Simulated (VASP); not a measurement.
Input of a VASP 6.6.1 run:

Contents of INCAR:

```
SYSTEM = Ag
  PREC = Accurate
  ENCUT = 600
  EDIFF = 1E-6
  ISMEAR = 0
  SIGMA = 0.1
  LREAL = .FALSE.
  LASPH = .TRUE.
  NELM = 100
  ALGO = Normal
  ISIF = 3
  LWAVE = .FALSE.
  LCHARG = .FALSE.
  GGA = PE
  IBRION = 2
  NSW = 100
  EDIFFG = -0.01
```

KPOINTS

```
Automatic mesh
0
G
  26 26 26
  0 0 0
```

The input POSCAR:

```
Ag
1.0
   -1.4967208307      1.4967208307      1.9942754363
    1.4967208307     -1.4967208307      1.9942754363
    1.4967208307      1.4967208307     -1.9942754363
Ag
1
Direct
    0.0000000000      0.0000000000      0.0000000000
```

Potentials or basis: VASP PAW PBE potentials, release 64 (Ag).

Command:

```bash
$ cat potpaw_PBE.64/Ag/POTCAR > POTCAR
$ mpirun -np 1 vasp_std > vasp.out
```

Task: What does it give for the space group after relaxing (to 0.05 Å)?

Result: Fm-3m (No. 225).

Task: What does it give for the relaxed cell?

Result: a = 2.932 Å, b = 2.932 Å, c = 2.932 Å, α = 119.99°, β = 119.99°, γ = 90.01°.

Task: Predict the relaxed volume.

Result: 17.82 Å³/atom.

Final structure:
```yaml
crystal:
  lattice:
    - [-1.46603, 1.46603, 2.07278]
    - [1.46603, -1.46603, 2.07278]
    - [1.46603, 1.46603, -2.07278]
  atoms:
    - { symbol: Ag, position: [0.00000, 0.00000, 0.00000] }
```
